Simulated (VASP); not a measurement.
# MoRh: single point with LDA

MoRh:

```
Mo Rh
1.0
     2.73403    0.00000    0.00000
    -1.36702    2.36774    0.00000
     0.00000    0.00000    4.33990
Mo Rh
1 1
Cartesian
  0.0000 0.0000 2.1700
  0.0000 1.5785 0.0000
```

```json
{
  "Program": "VASP 6.6.1",
  "Task": "single point",
  "Functional": "LDA",
  "Potentials or basis": "VASP PAW LDA potentials, release 64 (Mo_sv, Rh_pv)",
  "Cutoff": "500 eV",
  "k mesh": "8 × 8 × 5",
  "Occupations": "fermi-dirac, width 0.05 eV",
  "Spin": "no spin polarisation",
  "Dipole correction": "no",
  "Further INCAR settings": "ALGO = Normal; EDIFF = 1e-06; NBANDS = 22"
}
```

* Pressure: 1.2 GPa
* Band gap on the k mesh: zero (an odd number of electrons rules out a gap without spin polarisation)

Stress tensor (GPa, compression positive):
```
1.61 0.00 0.00
0.00 1.61 0.00
0.00 0.00 0.38
```

Levels at points of the mesh, in eV from the Fermi level:
| k point | band 12 | band 13 | band 14 | band 15 | band 16 | band 17 | band 18 | band 19 |
| --- | --- | --- | --- | --- | --- | --- | --- | --- |
| (0.00, 0.00, 0.00) | -1.97 | -1.47 | -1.47 | -0.60 | -0.60 | 1.55 | 2.69 | 2.69 |
| (0.50, 0.00, 0.00) | -1.65 | -1.59 | -0.83 | 0.58 | 3.06 | 4.32 | 4.56 | 7.28 |

Wall time 11 s on 1 thread of Intel(R) Xeon(R) Platinum 8259CL CPU @ 2.50GHz (Skylake/Cascade Lake) (shared host), peak memory 0.14 GiB.
